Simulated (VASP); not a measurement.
# KCl (Fm-3m) in VASP: further runs

Runs on KCl. Level: PBE. Tasks: single point, relaxation of the atoms.

All numbers are computed with VASP 6.6.1; they aren't measurements. Logs are shortened: lines on timing, memory, paths and dates and some standing lists are left out, and cuts for length are marked.

### Step 1. The cell of the first run

It takes space group Fm-3m (No. 225, cubic). Conventional cell: a = 6.293 Å, b = 6.293 Å, c = 6.293 Å, α = 90.00°, β = 90.00°, γ = 90.00°. K (site symmetry m-3m) has 6 Cl at 3.15 Å within 4.1 Å. Within 4.1 Å of Cl (site symmetry m-3m) lie 6 K at 3.15 Å.

### Step 2. Single point, PBE

File INCAR:

```
SYSTEM = KCl
  PREC = Accurate
  ENCUT = 520
  EDIFF = 1E-6
  ISMEAR = -1
  SIGMA = 0.02
  LREAL = .FALSE.
  LASPH = .TRUE.
  NELM = 60
  ALGO = Normal
  ISIF = 2
  LWAVE = .FALSE.
  LCHARG = .FALSE.
  GGA = PE
  NBANDS = 15
```

File KPOINTS:

```
Automatic mesh
0
G
  8 8 8
  0 0 0
```

File POSCAR:

```
KCl
1.0
    0.0000000000      3.1464700000      3.1464700000
    3.1464700000      0.0000000000      3.1464700000
    3.1464700000      3.1464700000      0.0000000000
K Cl
1 1
Direct
    0.0000000000      0.0000000000      0.0000000000
    0.5000000000      0.5000000000      0.5000000000
```

Potentials or basis: VASP PAW PBE potentials, release 64 (K_sv, Cl).

Launch:

```bash
$ cat potpaw_PBE.64/K_sv/POTCAR potpaw_PBE.64/Cl/POTCAR > POTCAR
$ mpirun -np 1 vasp_std > vasp.out
```

OUTCAR:

```text
SYSTEM = KCl
   PREC = Accurate
   ENCUT = 520
   EDIFF = 1E-6
   ISMEAR = -1
   LREAL = .FALSE.
   LASPH = .TRUE.
   NELM = 60
   ISIF = 2
   GGA = PE

 ion  position               nearest neighbor table
   1  0.000  0.000  0.000-   2 3.15   2 3.15   2 3.15   2 3.15   2 3.15   2 3.15
   2  0.500  0.500  0.500-   1 3.15   1 3.15   1 3.15   1 3.15   1 3.15   1 3.15

  LATTYP: Found a face centered cubic cell.
 ALAT       =     6.2929400000

  Lattice vectors:

 A1 = (   0.0000000000,   3.1464700000,   3.1464700000)
 A2 = (   3.1464700000,   0.0000000000,   3.1464700000)
 A3 = (   3.1464700000,   3.1464700000,   0.0000000000)

Analysis of symmetry for initial positions (statically):
=====================================================================
 Subroutine PRICEL returns:
 Original cell was already a primitive cell.

 Routine SETGRP: Setting up the symmetry group for a
 face centered cubic supercell.

 Subroutine GETGRP returns: Found 48 space group operations
 (whereof 48 operations were pure point group operations)
 out of a pool of 48 trial point group operations.

The static configuration has the point symmetry O_h .

Analysis of symmetry for dynamics (positions and initial velocities):
=====================================================================
 Subroutine PRICEL returns:
 Original cell was already a primitive cell.

 Routine SETGRP: Setting up the symmetry group for a
 face centered cubic supercell.

 Subroutine GETGRP returns: Found 48 space group operations
 (whereof 48 operations were pure point group operations)
 out of a pool of 48 trial point group operations.

The dynamic configuration has the point symmetry O_h .

 Subroutine INISYM returns: Found 48 space group operations
 (whereof 48 operations are pure point group operations),
 and found     1 'primitive' translations

----------------------------------------------------------------------------------------

                                     Primitive cell

  volume of cell :      62.3018

  direct lattice vectors                    reciprocal lattice vectors
     0.000000000  3.146470000  3.146470000    -0.158908237  0.158908237  0.158908237
     3.146470000  0.000000000  3.146470000     0.158908237 -0.158908237  0.158908237
     3.146470000  3.146470000  0.000000000     0.158908237  0.158908237 -0.158908237

  length of vectors
     4.449780548  4.449780548  4.449780548     0.275237140  0.275237140  0.275237140

  position of ions in fractional coordinates (direct lattice)
     0.000000000  0.000000000  0.000000000
     0.500000000  0.500000000  0.500000000

  ion indices of the primitive-cell ions
   primitive index   ion index
                 1           1
                 2           2

----------------------------------------------------------------------------------------

 KPOINTS: Automatic mesh

Automatic generation of k-mesh.
 Grid dimensions read from file:
 generate k-points for:    8    8    8

 Generating k-lattice:

  Cartesian coordinates                     Fractional coordinates (reciprocal lattice)
    -0.019863530  0.019863530  0.019863530     0.125000000  0.000000000  0.000000000
     0.019863530 -0.019863530  0.019863530     0.000000000  0.125000000  0.000000000
     0.019863530  0.019863530 -0.019863530     0.000000000  0.000000000  0.125000000

  Length of vectors
     0.034404642  0.034404642  0.034404642

  Shift w.r.t. Gamma in fractional coordinates (k-lattice)
     0.000000000  0.000000000  0.000000000

 Subroutine IBZKPT returns following result:
 ===========================================

 Found     29 irreducible k-points:

 Following reciprocal coordinates:
            Coordinates               Weight
  0.000000  0.000000  0.000000      1.000000
  0.125000  0.000000  0.000000      8.000000
  0.250000  0.000000  0.000000      8.000000
  0.375000  0.000000  0.000000      8.000000
  0.500000  0.000000  0.000000      4.000000
  0.125000  0.125000  0.000000      6.000000
[... 16 lines left out ...]
  0.500000  0.250000  0.125000     48.000000
 -0.375000  0.250000  0.125000     24.000000
 [... further k-points ...]
   k-points           NKPTS =     29   k-points in BZ     NKDIM =     29   number of bands    NBANDS=     15
   number of dos      NEDOS =    301   number of ions     NIONS =      2
   total plane-waves  NPLWV =  46656
   dimension x,y,z NGX =    36 NGY =   36 NGZ =   36
   dimension x,y,z NGXF=    72 NGYF=   72 NGZF=   72
   ions per type =               1   1
   NGX,Y,Z   is equivalent  to a cutoff of  13.45, 13.45, 13.45 a.u.
   NGXF,Y,Z  is equivalent  to a cutoff of  26.90, 26.90, 26.90 a.u.
 SYSTEM =  KCl
   PREC   = accura    normal or accurate (medium, high low for compatibility)
   ISTART =      0    job   : 0-new  1-cont  2-samecut
   ICHARG =      2    charge: 1-file 2-atom 10-const
   ISPIN  =      1    spin polarized calculation?
   LNONCOLLINEAR =      F non collinear calculations
   LSORBIT =      F    spin-orbit coupling
   LASPH  =      T    aspherical Exc in radial PAW
   ENCUT  =  520.0 eV  38.22 Ry    6.18 a.u.   8.27  8.27  8.27*2*pi/ulx,y,z
   NELM   =     60;   NELMIN=  2; NELMDL= -5     # of ELM steps
   EDIFF  = 0.1E-05   stopping-criterion for ELM
   LREAL  =      F    real-space projection
   EDIFFG = 0.1E-04   stopping-criterion for IOM
   NSW    =      0    number of steps for IOM
   IBRION =     -1    ionic relax: 0-MD 1-quasi-New 2-CG
   NFREE  =      0    steps in history (QN), initial steepest desc. (CG)
   ISIF   =      2    stress and relaxation
   ISYM   =      2    0-nonsym 1-usesym 2-fastsym
   POTIM  = 0.5000    time-step for ionic-motion
   TEBEG  =    0.0;   TEEND  =   0.0 temperature during run
   PSTRESS=    0.0 pullay stress
   NELECT =      16.0000    total number of electrons
   NUPDOWN=      -1.0000    fix difference up-down
   EMIN   =  10.00;   EMAX   =-10.00  energy-range for DOS
   EFERMI =   0.00;   METHOD = LEGACY
   ISMEAR =    -1;   SIGMA  =   0.02  broadening in eV -4-tet -1-fermi 0-gaus
   EFERMI_NEDOS =   21; number of points for ismear=-14 and -15
   IALGO  =     38    algorithm
   IMIX   =      4    mixing-type and parameters
     AMIX     =   0.40;   BMIX     =  1.00
     AMIX_MAG =   1.60;   BMIX_MAG =  1.00
  volume/ion in A,a.u.               =      31.15       210.22
  Fermi-wavevector in a.u.,A,eV,Ry     =   1.040594  1.966437 14.732871  1.082835
  Thomas-Fermi vector in A             =   2.175177
   LORBIT       =      0    0 simple, 1 ext, 2 COOP (PROOUT), +10 PAW based schemes
   GGA     = PE    functional components
   LHFCALC =     F    Hartree Fock is set to
   AEXX    =    0.0000 exact exchange contribution
   IVDW    =     0    specifies the selected vdW correction
   LEPSILON=     F    determine dielectric tensor
   LRPA    =     F    only Hartree local field effects (RPA)
 non-spin polarized calculation
  energy-cutoff  :      520.00
  volume of cell :       62.30
 maximum number of plane-waves:      1700
 NGX is ok and might be reduce to    36
   NGX = 17   NGY = 17   NGZ = 17

 number of electron      16.0000001 magnetization

 Free energy of the ion-electron system (eV)
  ---------------------------------------------------
  ext. energy  EPLUGINS =         0.00000000
  ---------------------------------------------------
  free energy    TOTEN  =        -6.80388101 eV

  energy without entropy =       -6.80388101  energy(sigma->0) =       -6.80388101

 E-fermi :  -1.3663     XC(G=0):  -7.5391

 val. band max:       -1.8420794875   @ k =   0.0000   0.0000   0.0000
 cond. band min:       3.3447363266   @ k =   0.0000   0.0000   0.0000
 fundamental gap:      5.1868158142
 Fermi energy:        -1.3663116058

 k-point     1 :       0.0000    0.0000    0.0000
  band No.  band energies     occupation
      1     -29.0402      2.00000
      2     -13.9598      2.00000
      3     -12.5010      2.00000
      4     -12.5010      2.00000
      5     -12.5010      2.00000
      6      -1.8421      2.00000
      7      -1.8421      2.00000
      8      -1.8421      2.00000
      9       3.3447      0.00000
     10       6.5386      0.00000
     11       6.5386      0.00000
     12       6.5386      0.00000
     13       7.4152      0.00000
     14       7.4152      0.00000
     15      11.1401      0.00000

 k-point     2 :       0.1250    0.0000    0.0000
  band No.  band energies     occupation
      1     -29.0386      2.00000
      2     -13.9905      2.00000
      3     -12.5024      2.00000
      4     -12.5024      2.00000
      5     -12.4625      2.00000
      6      -2.0320      2.00000
      7      -1.8926      2.00000
      8      -1.8926      2.00000
      9       3.7190      0.00000
     10       6.4213      0.00000
     11       6.7343      0.00000
     12       6.7343      0.00000
     13       7.6277      0.00000
     14       7.6277      0.00000
     15      11.7173      0.00000

 k-point     3 :       0.2500    0.0000    0.0000
  band No.  band energies     occupation
      1     -29.0349      2.00000
      2     -14.0590      2.00000
      3     -12.5057      2.00000
      4     -12.5057      2.00000
      5     -12.3747      2.00000
      6      -2.4287      2.00000
      7      -2.0100      2.00000
      8      -2.0100      2.00000
      9       4.6023      0.00000
     10       6.3259      0.00000
     11       7.2903      0.00000
     12       7.2903      0.00000
     13       8.2134      0.00000
     14       8.2134      0.00000
     15      11.7734      0.00000
[... 343 lines left out ...]
 k-point    23 :       0.5000    0.2500    0.1250
  band No.  band energies     occupation
      1     -29.0292      2.00000
      2     -14.0535      2.00000
      3     -12.5534      2.00000
      4     -12.5243      2.00000
      5     -12.3591      2.00000
      6      -2.6510      2.00000
      7      -2.1829      2.00000
      8      -2.1356      2.00000
      9       5.7857      0.00000
     10       6.1151      0.00000
     11       8.1742      0.00000
     12       8.4374      0.00000
     13       8.8352      0.00000
     14       9.2895      0.00000
     15      10.0305      0.00000

 k-point    24 :      -0.3750    0.2500    0.1250
  band No.  band energies     occupation
      1     -29.0280      2.00000
      2     -14.0577      2.00000
      3     -12.5553      2.00000
      4     -12.5336      2.00000
      5     -12.3503      2.00000
      6      -2.6824      2.00000
      7      -2.2437      2.00000
      8      -2.1731      2.00000
      9       6.0111      0.00000
     10       6.5020      0.00000
     11       8.2341      0.00000
     12       8.3177      0.00000
     13       9.0939      0.00000
     14       9.9643      0.00000
     15       9.9837      0.00000

 [... further k-points ...]
[... 5 lines left out ...]
  --------------------------------------------------------------------------------------
  -------------------------------------------------------------------------------------
  Total        0.3042513      0.3042513      0.3042513      0.0000000     -0.0000000      0.0000000
  in kB        7.8242416      7.8242416      7.8242416      0.0000000     -0.0000000      0.0000000
  external PRESSURE =       7.8242416 kB  Pullay stress =       0.0000000 kB

 VOLUME and BASIS-vectors are now :
 -----------------------------------------------------------------------------
  energy-cutoff  :      520.00
  volume of cell :       62.30
      direct lattice vectors                 reciprocal lattice vectors
     0.000000000  3.146470000  3.146470000    -0.158908237  0.158908237  0.158908237
     3.146470000  0.000000000  3.146470000     0.158908237 -0.158908237  0.158908237
     3.146470000  3.146470000  0.000000000     0.158908237  0.158908237 -0.158908237

 POSITION                                       TOTAL-FORCE (eV/Angst)
 -----------------------------------------------------------------------------------
      0.00000      0.00000      0.00000         0.000000     -0.000000      0.000000
      3.14647      3.14647      3.14647        -0.000000      0.000000     -0.000000
 -----------------------------------------------------------------------------------
    total drift:                                0.000000      0.000000      0.000000

  FREE ENERGIE OF THE ION-ELECTRON SYSTEM (eV)
  ---------------------------------------------------
  free  energy   TOTEN  =        -6.8038810066 eV

  energy  without entropy=       -6.8038810066  energy(sigma->0) =       -6.80388101
```

Wall time 38 s (1 thread of AMD EPYC 7R13, shared host); peak memory 0.18 GiB.

What came out:

| Item | Value |
| --- | --- |
| Free energy | -6.8039 eV |
| Pressure | 0.8 GPa |
| Band gap on the k mesh | 5.19 eV |

Levels at points of the mesh, in eV from the valence-band top:
```
           k point  band 6  band 7  band 8  band 9  band 10  band 11
(0.00, 0.00, 0.00)    0.00    0.00    0.00    5.19     8.38     8.38
(0.50, 0.00, 0.00)   -1.05   -0.32   -0.32    7.59     8.60    10.53
(0.50, 0.50, 0.00)   -0.66   -0.22   -0.22    6.53     8.35    10.07
```

A k mesh can miss the band edges.

### Step 3. Relaxation of the atoms, PBE

File INCAR:

```
ALGO     = Normal         # electronic algorithm
EDIFF    = 1E-6           # SCF threshold, eV
EDIFFG   = -0.02          # ionic threshold
ENCUT    = 520            # plane-wave cutoff, eV
GGA      = PE             # functional
IBRION   = 2              # ionic algorithm
ISIF     = 2              # what is computed and relaxed
ISMEAR   = -1             # smearing method
LASPH    = T              # aspherical terms in the spheres
LCHARG   = F              # write CHGCAR
LREAL    = F              # projectors in reciprocal space
LWAVE    = F              # write WAVECAR
NELM     = 80             # most SCF steps
NSW      = 80             # ionic steps
PREC     = Accurate       # precision mode
SIGMA    = 0.02           # smearing width, eV
```

File KPOINTS:

```
k-points
0
Gamma
  8 8 8
```

POSCAR is that of step 2.

Potentials or basis: VASP PAW PBE potentials, release 64 (K_sv, Cl).

Launch:

```bash
$ cat potpaw_PBE.64/K_sv/POTCAR potpaw_PBE.64/Cl/POTCAR > POTCAR
$ mpirun -np 1 vasp_std > vasp.out
```

It took 38 s on 1 thread of AMD EPYC 7R13, shared host; peak memory 0.17 GiB.

The run converged. Its results:

| Item | Value |
| --- | --- |
| Free energy | -6.8039 eV |
| Pressure after relaxing | 0.8 GPa |
| Band gap on the k mesh | 5.19 eV |

Final structure:
```cif
data_structure
_symmetry_space_group_name_H-M 'P 1'
_symmetry_Int_Tables_number 1
_cell_length_a 4.4498
_cell_length_b 4.4498
_cell_length_c 4.4498
_cell_angle_alpha 60.000
_cell_angle_beta 60.000
_cell_angle_gamma 60.000
_cell_volume 62.30
loop_
_atom_site_label
_atom_site_type_symbol
_atom_site_fract_x
_atom_site_fract_y
_atom_site_fract_z
_atom_site_occupancy
K1 K 0.00000 0.00000 0.00000 1
Cl1 Cl 0.50000 0.50000 0.50000 1
```

Levels at points of the mesh, in eV from the valence-band top:
```
           k point  band 4  band 5  band 6  band 7  band 8  band 9  band 10  band 11  band 12
(0.00, 0.00, 0.00)  -10.66  -10.66    0.00    0.00    0.00    5.19     8.38     8.38     8.38
(0.50, 0.00, 0.00)  -10.67  -10.42   -1.05   -0.32   -0.32    7.59     8.60    10.53    10.53
(0.50, 0.50, 0.00)  -10.71  -10.71   -0.66   -0.22   -0.22    6.53     8.35    10.07    10.24
```

Caveat: the relaxation stopped at its first step, so nothing moved.
